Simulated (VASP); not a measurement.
# Si6O11 (a cell with a defect) in VASP: notebook

The runs below take Si6O11 (a cell with a defect) through single point, with PBE.

All numbers are computed with VASP 6.6.1; they aren't measurements. Logs are shortened: lines on timing, memory, paths and dates and some standing lists are left out, and cuts for length are marked.

## (1) The cell of the first run

The cell holds a defect, 17 atoms: a = 5.021 Å, b = 5.509 Å, c = 8.696 Å, α = 90.00°, β = 90.00°, γ = 90.00°.

## (2) Single point, PBE (atom 16 moved 0.500 of the way to it and +0.375 Å across, host rigid)

The input, INCAR:

```
  PREC = Accurate
  ENCUT = 520
  EDIFF = 1E-7
  ISMEAR = 0
  SIGMA = 0.05
  LREAL = Auto
  LASPH = T
  NELM = 80
  ALGO = Normal
  ISIF = 2
  LWAVE = F
  LCHARG = F
  GGA = PE
  NBANDS = 59
  NELECT = 88.0
```

The input, KPOINTS:

```
regular mesh
0
Gamma
  4 4 2
```

The input, POSCAR:

```
Si6O11
1.0
   -2.5103274377      4.3480146658      0.0000000000
    0.0000000000      0.0000000000      5.5092660079
    7.5309823132      4.3480146658      0.0000000000
Si O
6 11
Direct
    0.7617495765      0.3333333333      0.2382504235
    0.2617495765      0.3333333333      0.7382504235
    0.9765008470      0.6666666667      0.5000000000
    0.4765008470      0.6666666667      0.0000000000
    0.2617495765      0.0000000000      0.2617495765
    0.7617495765      0.0000000000      0.7617495765
    0.0486521033      0.2055717715      0.2072260374
    0.5486521033      0.2055717715      0.7072260374
    0.7865130045      0.5389051049      0.3720609296
    0.2865130045      0.5389051049      0.8720609296
    0.6648348922      0.8722384382      0.9207130329
    0.2865130045      0.7944282285      0.1279390704
    0.7865130045      0.7944282285      0.6279390704
    0.6648348922      0.4610948951      0.0792869671
    0.1648348922      0.4610948951      0.5792869671
    0.4076425434     -0.0390833031      0.3763122999
    0.0486521033      0.1277615618      0.7927739626
```

Potentials or basis: VASP PAW PBE potentials, release 64 (Si, O).

The run is started by

```bash
cat potpaw_PBE.64/Si/POTCAR potpaw_PBE.64/O/POTCAR > POTCAR
mpirun -np 1 vasp_std > vasp.out
```

OUTCAR:

```text
PREC = Accurate
   ENCUT = 520
   EDIFF = 1E-7
   ISMEAR = 0
   LREAL = Auto
   LASPH = T
   NELM = 80
   ISIF = 2
   GGA = PE
   NELECT = 88.0

 ion  position               nearest neighbor table
   1  0.762  0.333  0.238-  14 1.63   7 1.63   9 1.63   5 3.12   5 3.12   3 3.12   4 3.12
   2  0.262  0.333  0.738-  15 1.63   8 1.63  17 1.63  10 1.63   6 3.12   6 3.12   4 3.12   3 3.12

   3  0.977  0.667  0.500-  13 1.63   9 1.63  15 1.63   5 3.12   6 3.12   1 3.12   2 3.12
   4  0.477  0.667  0.000-  12 1.63  10 1.63  11 1.63  14 1.63   6 3.12   5 3.12   2 3.12   1 3.12

   5  0.262  0.000  0.262-  16 1.26  12 1.63   7 1.63   3 3.12   4 3.12   1 3.12   1 3.12
   6  0.762  0.000  0.762-  11 1.63  17 1.63  13 1.63   8 1.63   4 3.12   3 3.12   2 3.12   2 3.12

   7  0.049  0.206  0.207-   1 1.63   5 1.63
   8  0.549  0.206  0.707-   2 1.63   6 1.63
   9  0.787  0.539  0.372-   3 1.63   1 1.63
  10  0.287  0.539  0.872-   4 1.63   2 1.63
  11  0.665  0.872  0.921-   6 1.63   4 1.63
  12  0.287  0.794  0.128-   4 1.63   5 1.63
  13  0.787  0.794  0.628-   3 1.63   6 1.63
  14  0.665  0.461  0.079-   1 1.63   4 1.63
  15  0.165  0.461  0.579-   2 1.63   3 1.63
  16  0.408  0.961  0.376-   5 1.26
  17  0.049  0.128  0.793-   6 1.63   2 1.63

 -----------------------------------------------------------------------------
|                                                                             |
|           W    W    AA    RRRRR   N    N  II  N    N   GGGG   !!!           |
|           W    W   A  A   R    R  NN   N  II  NN   N  G    G  !!!           |
|           W    W  A    A  R    R  N N  N  II  N N  N  G       !!!           |
|           W WW W  AAAAAA  RRRRR   N  N N  II  N  N N  G  GGG   !            |
|           WW  WW  A    A  R   R   N   NN  II  N   NN  G    G                |
|           W    W  A    A  R    R  N    N  II  N    N   GGGG   !!!           |
|                                                                             |
|     The distance between some ions is very small. Please check the          |
|     nearest-neighbor list in the OUTCAR file.                               |
|     I HOPE YOU KNOW WHAT YOU ARE DOING!                                     |
|                                                                             |
 -----------------------------------------------------------------------------

  LATTYP: Found a simple orthorhombic cell.
 ALAT       =     5.0206548755
 B/A-ratio  =     1.0973201992
 C/A-ratio  =     1.7320508076

  Lattice vectors:

 A1 = (  -2.5103274377,   4.3480146658,   0.0000000000)
 A2 = (   0.0000000000,   0.0000000000,   5.5092660079)
 A3 = (   7.5309823132,   4.3480146658,   0.0000000000)

Analysis of symmetry for initial positions (statically):
=====================================================================
 Subroutine PRICEL returns:
 Original cell was already a primitive cell.

 Routine SETGRP: Setting up the symmetry group for a
 simple orthorhombic supercell.

 Subroutine GETGRP returns: Found  1 space group operations
 (whereof  1 operations were pure point group operations)
 out of a pool of  8 trial point group operations.

The static configuration has the point symmetry C_1 .

Analysis of symmetry for dynamics (positions and initial velocities):
=====================================================================
 Subroutine PRICEL returns:
 Original cell was already a primitive cell.

 Routine SETGRP: Setting up the symmetry group for a
 simple orthorhombic supercell.

 Subroutine GETGRP returns: Found  1 space group operations
 (whereof  1 operations were pure point group operations)
 out of a pool of  8 trial point group operations.

The dynamic configuration has the point symmetry C_1 .

 Subroutine INISYM returns: Found  1 space group operations
 (whereof  1 operations are pure point group operations),
 and found     1 'primitive' translations

----------------------------------------------------------------------------------------

                                     Primitive cell

[... 47 lines left out ...]
  ---------------------------------------------------
  ext. energy  EPLUGINS =         0.00000000
  ---------------------------------------------------
  free energy    TOTEN  =      -127.22679493 eV

  energy without entropy =     -127.22090586  energy(sigma->0) =     -127.22385040

 E-fermi :   0.9762     XC(G=0):  -8.5792

 val. band max:        0.9630405916   @ k =   0.0000   0.5000   0.5000
 cond. band min:       1.1360266377   @ k =   0.2500  -0.2500   0.0000
 fundamental gap:      0.1729860461
 Fermi energy:         0.9761669395

 k-point     1 :       0.0000    0.0000    0.0000
  band No.  band energies     occupation
      1     -19.3411      2.00000
      2     -18.6826      2.00000
      3     -18.2424      2.00000
      4     -18.1588      2.00000
      5     -17.9954      2.00000
      6     -17.3616      2.00000
[... 48 lines left out ...]
     55      10.1184      0.00000
     56      10.6176      0.00000

 k-point     2 :       0.2500    0.0000    0.0000
  band No.  band energies     occupation
      1     -19.2881      2.00000
      2     -18.7269      2.00000
      3     -18.3109      2.00000
      4     -18.0690      2.00000
      5     -17.9510      2.00000
      6     -17.4489      2.00000
[... 48 lines left out ...]
     55      10.2989      0.00000
     56      10.6712      0.00000

 k-point     3 :       0.5000    0.0000    0.0000
  band No.  band energies     occupation
      1     -19.2202      2.00000
      2     -18.7940      2.00000
      3     -18.3384      2.00000
      4     -18.0114      2.00000
      5     -17.8807      2.00000
      6     -17.5534      2.00000
[... 936 lines left out ...]
 k-point    19 :       0.2500    0.5000    0.5000
  band No.  band energies     occupation
      1     -19.2383      2.00000
      2     -18.7728      2.00000
      3     -18.3069      2.00000
      4     -18.0546      2.00000
      5     -17.8328      2.00000
      6     -17.6503      2.00000
[... 48 lines left out ...]
     55       9.9923      0.00000
     56      10.4480      0.00000

 k-point    20 :       0.5000    0.5000    0.5000
  band No.  band energies     occupation
      1     -19.2424      2.00000
      2     -18.7351      2.00000
      3     -18.2183      2.00000
      4     -18.1583      2.00000
      5     -17.8154      2.00000
      6     -17.6025      2.00000
[... 48 lines left out ...]
     55      10.3462      0.00000
     56      10.4722      0.00000
 [bands above 56 left out]

------------------------ aborting loop because EDIFF is reached ----------------------------------------

  FORCE on cell =-STRESS in cart. coord.  units (eV):
  Direction    XX          YY          ZZ          XY          YZ          ZX
  --------------------------------------------------------------------------------------
  -------------------------------------------------------------------------------------
  Total      -13.0453132     17.1174936    -16.9755166     17.0991433     -6.7221382      0.7601935
  in kB      -86.8940390    114.0185858   -113.0728853    113.8963554    -44.7757543      5.0636025
  external PRESSURE =     -28.6494461 kB  Pullay stress =       0.0000000 kB

 VOLUME and BASIS-vectors are now :
 -----------------------------------------------------------------------------
  energy-cutoff  :      520.00
  volume of cell :      240.53
      direct lattice vectors                 reciprocal lattice vectors
    -2.510327438  4.348014666  0.000000000    -0.099588602  0.172492518  0.000000000
     0.000000000  0.000000000  5.509266008     0.000000000  0.000000000  0.181512383
     7.530982313  4.348014666  0.000000000     0.099588602  0.057497506  0.000000000

 POSITION                                       TOTAL-FORCE (eV/Angst)
 -----------------------------------------------------------------------------------
     -0.11798      4.34801      1.83642        -2.235586      0.865402      2.551508
      4.90267      4.34801      1.83642         0.920611      1.230677     -0.343557
      1.31415      6.41985      3.67284         3.644718      0.716811     -2.626258
     -1.19617      2.07183      3.67284        -1.011310     -1.964317      0.796576
      1.31415      2.27618      0.00000       -14.649624    -29.467558      3.623527
      3.82448      6.62420      0.00000         0.875123      0.412504      1.273884
[... 9 lines left out ...]
      1.81069      3.40865      5.29395        13.676523     29.058705     -4.127707
      5.84823      3.65853      0.70387        -0.296189     -0.178382      0.049191
 -----------------------------------------------------------------------------------
    total drift:                                0.004250     -0.006307     -0.003920

  FREE ENERGIE OF THE ION-ELECTRON SYSTEM (eV)
  ---------------------------------------------------
  free  energy   TOTEN  =      -127.2267949334 eV

  energy  without entropy=     -127.2209058635  energy(sigma->0) =     -127.22385040
```

Run time: 5 min. Hardware: 1 thread of AMD EPYC 9R45 (Zen 5), shared host; peak memory 0.39 GiB.

Results:

```yaml
Free_energy: -127.2268 eV
Largest_force: 33.107 eV/Å
```

Forces in eV/Å, atoms in the order of the input:
```
Si   -2.236   0.865   2.552
Si    0.921   1.231  -0.344
Si    3.645   0.717  -2.626
Si   -1.011  -1.964   0.797
Si  -14.650 -29.468   3.624
Si    0.875   0.413   1.274
O     1.060  -0.343  -0.612
O    -0.208  -0.021  -0.094
O    -0.355  -0.184   0.083
O     0.115   0.219   0.034
O     0.359   0.210  -0.409
O     0.568  -0.429   0.696
O    -2.242   0.011  -0.368
O     1.305   1.309  -1.978
O    -1.526  -1.446   1.451
O    13.677  29.059  -4.128
O    -0.296  -0.178   0.049
```

Caveat: the k points lie up to 0.36 Å⁻¹ apart; the cell carries a net charge on a neutralising background, which shifts energy and pressure; the cell differs from its parent crystal (atom 16 moved 0.500 of the way to it and +0.375 Å across, host rigid); the cell is charged against a uniform background, so pressure and absolute levels hang on convention.

## (3) Single point, PBE (atom 16 moved 1.000 of the way to it and +0.125 Å across, host rigid)

The input, INCAR:

```
SYSTEM = Si6O11
  ALGO = Normal
  EDIFF = 1E-6
  ENCUT = 520
  GGA = PE
  ISIF = 2
  ISMEAR = 0
  LASPH = .True.
  LCHARG = .False.
  LREAL = Auto
  LWAVE = .False.
  NBANDS = 59
  NELECT = 88.0
  NELM = 80
  PREC = Accurate
  SIGMA = 0.05
```

The input, KPOINTS:

```
k-points
0
Gamma
  4 4 2
  0 0 0
```

Changes to POSCAR since step 2:

```diff
@@ -23,3 +23,3 @@
     0.1648348922      0.4610948951      0.5792869671
-    0.4076425434     -0.0390833031      0.3763122999
+    0.1818012408     -0.1407893295      0.4272359670
     0.0486521033      0.1277615618      0.7927739626
```

Potentials or basis: VASP PAW PBE potentials, release 64 (Si, O).

The run is started by

```bash
cat potpaw_PBE.64/Si/POTCAR potpaw_PBE.64/O/POTCAR > POTCAR
mpirun -np 1 vasp_std > vasp.out
```

Run time: 5.6 min. Hardware: 1 thread of AMD EPYC 9R45 (Zen 5), shared host; peak memory 0.39 GiB.

The run converged. Its results:

* Free energy: -133.2690 eV
* Largest force: 3.697 eV/Å

Forces in eV/Å, atoms in the order of the input:
```
Si  -0.808  0.539  2.459
Si  -0.058 -0.199  0.171
Si   1.394  0.922 -0.859
Si  -1.316 -0.858  0.268
Si   1.810 -1.099 -2.289
Si  -0.083  0.049 -0.086
O    0.224  0.393 -0.596
O   -0.089  0.068 -0.069
O   -0.341 -1.175 -0.910
O    0.318  0.255  0.127
O    0.506  0.110 -0.298
O    0.716  0.708  1.016
O   -0.236 -0.147  0.055
O    0.697  0.623 -1.205
O   -0.006 -0.103 -0.232
O   -2.773 -0.164  2.440
O    0.045  0.078  0.008
```

Levels at points of the mesh, in eV from the Fermi level:
```
           k point  band 42  band 43  band 44  band 45  band 46  band 47
(0.00, 0.00, 0.00)    -0.52    -0.25    -0.17    -0.03     4.48     6.37
(0.50, 0.00, 0.00)    -0.53    -0.04     0.02     0.58     3.37     6.66
(0.00, 0.50, 0.00)    -0.21    -0.17    -0.08     0.00     4.15     6.85
(0.50, 0.50, 0.00)    -0.54    -0.47    -0.33     0.43     3.60     6.49
(0.00, 0.00, 0.50)    -0.50    -0.27    -0.16    -0.03     4.48     6.18
(0.50, 0.00, 0.50)    -0.51    -0.03     0.01     0.59     3.39     6.63
(0.00, 0.50, 0.50)    -0.33    -0.22    -0.05     0.00     4.16     6.97
(0.50, 0.50, 0.50)    -0.53    -0.33    -0.25     0.38     3.59     6.51
```

Caveat: the k points lie up to 0.36 Å⁻¹ apart; the cell carries a net charge on a neutralising background, which shifts energy and pressure; the cell differs from its parent crystal (atom 16 moved 1.000 of the way to it and +0.125 Å across, host rigid); the cell is charged against a uniform background, so pressure and absolute levels hang on convention.

## (4) Single point, PBE (atom 16 moved -0.125 of the way to it and -0.500 Å across, host rigid)

The input, INCAR:

```
PREC = Accurate ; ENCUT = 520
EDIFF = 1E-7 ; ISMEAR = 0
SIGMA = 0.05 ; LREAL = Auto
LASPH = True ; NELM = 60
ALGO = Normal ; ISIF = 2
LWAVE = False ; LCHARG = False
GGA = PE ; NBANDS = 59
NELECT = 88.0
```

The input, KPOINTS:

```
regular mesh
0
Gamma
  4 4 2
```

Changes to POSCAR since step 3:

```diff
@@ -23,3 +23,3 @@
     0.1648348922      0.4610948951      0.5792869671
-    0.1818012408     -0.1407893295      0.4272359670
+    0.5287638604      0.2118130230      0.2506898425
     0.0486521033      0.1277615618      0.7927739626
```

The run is started by

```bash
cat potpaw_PBE.64/Si/POTCAR potpaw_PBE.64/O/POTCAR > POTCAR
mpirun -np 1 vasp_std > vasp.out
```

It took 5.6 min on 1 thread of AMD EPYC 9R45 (Zen 5), shared host; peak memory 0.39 GiB.

Results (log left out):

```yaml
Free_energy: -130.2324 eV
Largest_force: 21.947 eV/Å
```

Forces on the atoms (eV/Å):
```
Si   -9.255  11.324   9.015
Si    0.859   0.942  -0.154
Si    2.045  -0.387  -2.321
Si   -1.241  -0.311  -0.542
Si   -3.255   0.076   2.439
Si    0.728   0.475   1.024
O     1.070   0.097  -0.998
O    -0.234  -0.137  -0.172
O     0.112   1.224   1.597
O     0.118   0.097   0.192
O     0.233   0.000  -0.197
O     1.836   0.499   0.717
O    -1.661  -0.053  -0.026
O    -1.776   0.122   1.381
O    -1.183  -0.853   1.095
O    11.901 -13.000 -13.078
O    -0.297  -0.115   0.028
```

Levels at points of the mesh, in eV from the Fermi level:
| k point | band 42 | band 43 | band 44 | band 45 | band 46 | band 47 |
| --- | --- | --- | --- | --- | --- | --- |
| (0.00, 0.00, 0.00) | -0.61 | -0.24 | -0.07 | 0.01 | 3.40 | 6.29 |
| (0.50, 0.00, 0.00) | -0.55 | -0.22 | -0.07 | 0.07 | 3.29 | 5.93 |
| (0.00, 0.50, 0.00) | -0.44 | -0.27 | -0.06 | 0.05 | 3.34 | 6.27 |
| (0.50, 0.50, 0.00) | -0.69 | -0.56 | -0.42 | 0.27 | 3.35 | 6.07 |
| (0.00, 0.00, 0.50) | -0.63 | -0.24 | -0.02 | 0.09 | 3.33 | 6.05 |
| (0.50, 0.00, 0.50) | -0.54 | -0.24 | -0.08 | 0.08 | 3.30 | 5.94 |
| (0.00, 0.50, 0.50) | -0.60 | -0.24 | -0.05 | 0.07 | 3.33 | 6.34 |
| (0.50, 0.50, 0.50) | -0.64 | -0.56 | -0.33 | 0.21 | 3.34 | 6.08 |

Caveat: the cell carries a net charge on a neutralising background, which shifts energy and pressure; the cell differs from its parent crystal (atom 16 moved -0.125 of the way to it and -0.500 Å across, host rigid); the cell is charged against a uniform background, so pressure and absolute levels hang on convention.

## (5) Single point, PBE (atom 16 moved 0.125 of the way to it and -0.125 Å across, host rigid)

The input, INCAR:

```
PREC = Accurate
ENCUT = 520
EDIFF = 1E-6
ISMEAR = 0
SIGMA = 0.05
LREAL = Auto
LASPH = True
NELM = 100
ALGO = Normal
ISIF = 2
LWAVE = False
LCHARG = False
GGA = PE
NELECT = 88.0
NBANDS = 59
```

The input, KPOINTS:

```
Automatic mesh
0
Gamma
  4 4 2
```

Changes to POSCAR since step 4:

```diff
@@ -23,3 +23,3 @@
     0.1648348922      0.4610948951      0.5792869671
-    0.5287638604      0.2118130230      0.2506898425
+    0.4837086033      0.1088489391      0.3022434123
     0.0486521033      0.1277615618      0.7927739626
```

The run is started by

```bash
cat potpaw_PBE.64/Si/POTCAR potpaw_PBE.64/O/POTCAR > POTCAR
mpirun -np 1 vasp_std > vasp.out
```

Run time: 5.4 min. Hardware: 1 thread of Intel Xeon Platinum 8559C (Emerald Rapids), shared host; peak memory 0.42 GiB.

The run converged. Its results:

```
Free energy   : -130.5393 eV
Largest force : 25.268 eV/Å
```

Forces on the atoms (eV/Å):
```
Si    0.072  -1.788  -0.567
Si    1.082   1.394  -0.192
Si    2.723  -0.364  -2.727
Si   -0.911  -0.495  -0.507
Si    0.663 -19.260  -8.844
Si    1.161   0.444   1.243
O     1.639  -1.097  -0.843
O    -0.306  -0.167  -0.114
O     0.059   0.366   0.709
O    -0.043  -0.007   0.105
O     0.056   0.006  -0.179
O     1.914  -0.221   0.222
O    -1.848  -0.071  -0.142
O     0.948   0.820  -1.021
O    -1.384  -1.148   1.235
O    -5.442  21.788  11.582
O    -0.381  -0.200   0.039
```

Levels at points of the mesh, in eV from the Fermi level:
| k point | band 40 | band 41 | band 42 | band 43 | band 44 | band 45 | band 46 | band 47 | band 48 | band 49 |
| --- | --- | --- | --- | --- | --- | --- | --- | --- | --- | --- |
| (0.00, 0.00, 0.00) | -1.03 | -0.89 | -0.61 | -0.33 | -0.07 | -0.04 | 4.28 | 5.98 | 6.55 | 6.79 |
| (0.50, 0.00, 0.00) | -1.09 | -0.78 | -0.71 | -0.19 | -0.08 | 0.15 | 4.05 | 5.88 | 6.96 | 7.64 |
| (0.00, 0.50, 0.00) | -0.98 | -0.78 | -0.49 | -0.33 | -0.05 | 0.14 | 4.02 | 6.09 | 6.60 | 7.73 |
| (0.50, 0.50, 0.00) | -1.00 | -0.93 | -0.63 | -0.52 | -0.40 | 0.16 | 4.33 | 6.37 | 6.67 | 7.17 |
| (0.00, 0.00, 0.50) | -0.98 | -0.84 | -0.65 | -0.31 | -0.08 | 0.10 | 4.11 | 6.22 | 6.43 | 6.91 |
| (0.50, 0.00, 0.50) | -1.10 | -0.79 | -0.67 | -0.20 | -0.08 | 0.09 | 4.09 | 5.89 | 6.96 | 7.56 |
| (0.00, 0.50, 0.50) | -1.01 | -0.78 | -0.53 | -0.37 | -0.04 | 0.20 | 4.00 | 6.09 | 6.62 | 7.63 |
| (0.50, 0.50, 0.50) | -0.98 | -0.86 | -0.60 | -0.53 | -0.35 | 0.08 | 4.33 | 6.37 | 6.77 | 7.18 |

Caveat: the k points lie up to 0.36 Å⁻¹ apart; the cell carries a net charge on a neutralising background, which shifts energy and pressure; the cell differs from its parent crystal (atom 16 moved 0.125 of the way to it and -0.125 Å across, host rigid); the cell is charged against a uniform background, so pressure and absolute levels hang on convention.
